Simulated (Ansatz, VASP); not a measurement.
# Ge in VASP and in Ansatz

```
CELL_PARAMETERS angstrom
0.00000 2.81431 2.81431
2.81431 0.00000 2.81431
2.81431 2.81431 0.00000
ATOMIC_POSITIONS crystal
Ge 0.50493 0.49507 0.49507
Ge 0.74507 0.75493 0.75493
```

Change from the starting cell: mode 4 frozen in at -0.028 Å, equal normal strain along x, y and z -0.0083.

Alike in both runs: task single point; functional PBEsol; k mesh 14 × 14 × 14; occupations gaussian, width 0.15 eV; no spin polarisation.

```csv
,VASP,Ansatz
version,VASP 6.6.1,Ansatz 0.2.0
potentials or method,"VASP PAW PBE potentials, release 64 (Ge_d), cutoff 520 eV","scalar-relativistic, plane waves, PAW"
valence electrons in the cell,28,28
```

|  | VASP | Ansatz | Ansatz less VASP |
| --- | --- | --- | --- |
| gap on the k mesh at the Fermi level (eV) | none | none | - |
| pressure (GPa) | 1.5 | 1.9 | +0.43 |
| traceless stress, the component that is largest in VASP (GPa) | -1.86 | -1.87 | -0.013 |
| rms of the force components (eV/Å) | 0.367 | 0.366 | -0.0004 |

VASP's potentials were made for PBE, not for PBEsol, and Ansatz warns of the same on its side. Atom by atom the forces differ by 0.000 eV/Å (rms over components). A gap of «none» marks a metal or a gap that the smearing closes.
